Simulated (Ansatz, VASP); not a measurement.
# MnO in VASP and in Ansatz

```
Mn O
1.0
    -2.20750   -4.41500   -2.20750
    -2.20750    0.00000   -2.20750
     2.20750    0.00000   -2.20750
Mn O
2 2
Direct
  0.00000 0.00000 0.00000
  0.50000 0.00000 0.50000
  0.00000 0.50000 0.50000
  0.50000 0.50000 0.00000
```

Alike in both runs: task single point; functional PBE; k mesh 5 × 8 × 7; occupations gaussian, width 0.1 eV; collinear spin; Hubbard terms Mn d U = 2.3 eV.

|  | VASP | Ansatz |
| --- | --- | --- |
| version | VASP 6.6.1 | Ansatz 0.2.0 |
| potentials or method | VASP PAW PBE potentials, release 64 (Mn_pv, O), cutoff 520 eV | PAW, plane waves, scalar-relativistic |
| valence electrons in the cell | 38 | 42 |

Ansatz gave:

```
pressure (GPa)                                                : 9.0
traceless stress, the component that is largest in VASP (GPa) : -0.72
net moment per atom (μB)                                      : 0.00
size of the moment on the site where the two differ most (μB) : 4.20
```

Problem. Estimate VASP's values.

Solution. Pressure (GPa): 8.0; traceless stress, the component that is largest in VASP (GPa): -0.73; net moment per atom (μB): 0.00; size of the moment on the site where the two differ most (μB): 4.54.

Site moments also hang on the region over which each program counts them. The programs project onto different local orbitals, so the same U acts differently, and such runs can settle in different states. VASP's potentials hold 38 valence electrons a cell and Ansatz's 42, so a difference there can come from the potentials and not from the codes.
